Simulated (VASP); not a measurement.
Set up this calculation in VASP 6.6.1, as the native input.

```
Task                   : relaxation of cell and atoms
Functional             : PBEsol
Potentials or basis    : VASP PAW PBE potentials, release 64 (Na_pv, Cl)
Cutoff                 : 600 eV
k mesh                 : 6 × 6 × 6
Occupations            : gaussian, width 0.02 eV
Spin                   : no spin polarisation
Dipole correction      : no
Further INCAR settings : ALGO = Normal; EDIFF = 1e-06; IBRION = 2; EDIFFG = -0.005; NSW = 100; ISIF = 3
```

The structure of NaCl lies in POSCAR:

```
NaCl
1.0
    3.5021900000      0.0000000000      0.0000000000
    0.0000000000      3.5021900000      0.0000000000
    0.0000000000      0.0000000000      3.5021900000
Na Cl
1 1
Direct
    0.0000000000      0.0000000000      0.0000000000
    0.5000000000      0.5000000000      0.5000000000
```

These files were run (other wordings do the same):

INCAR

```
  ALGO = Normal
  EDIFF = 1E-6
  EDIFFG = -0.005
  ENCUT = 600
  GGA = PS
  IBRION = 2
  ISIF = 3
  ISMEAR = 0
  LASPH = True
  LCHARG = False
  LREAL = False
  LWAVE = False
  NELM = 60
  NSW = 100
  PREC = Accurate
  SIGMA = 0.02
```

KPOINTS

```
k-points
0
Gamma
  6 6 6
```

Potentials or basis: VASP PAW PBE potentials, release 64 (Na_pv, Cl).

Run with:

```bash
$ cat potpaw_PBE.64/Na_pv/POTCAR potpaw_PBE.64/Cl/POTCAR > POTCAR
$ mpirun -np 1 vasp_std > vasp.out
```

It gave:

```
Relaxed volume                         : 20.50 Å³/atom
Relaxed cell                           : a = 3.448 Å, b = 3.448 Å, c = 3.448 Å, α = 90.00°, β = 90.00°, γ = 90.00°
Space group after relaxing (to 0.05 Å) : Pm-3m (No. 221)
Energy gained by relaxing              : 3.9 meV/atom
Ionic steps                            : 4
Pressure after relaxing                : 0.0 GPa
Band gap on the k mesh                 : 3.99 eV, indirect (least direct gap 4.53 eV)
```

Caveat: the PAW data sets were made with another functional, which shifts forces and pressure a little.

It took 19 s on 1 thread of AMD EPYC 7R13 (shared host), peak memory 0.15 GiB.
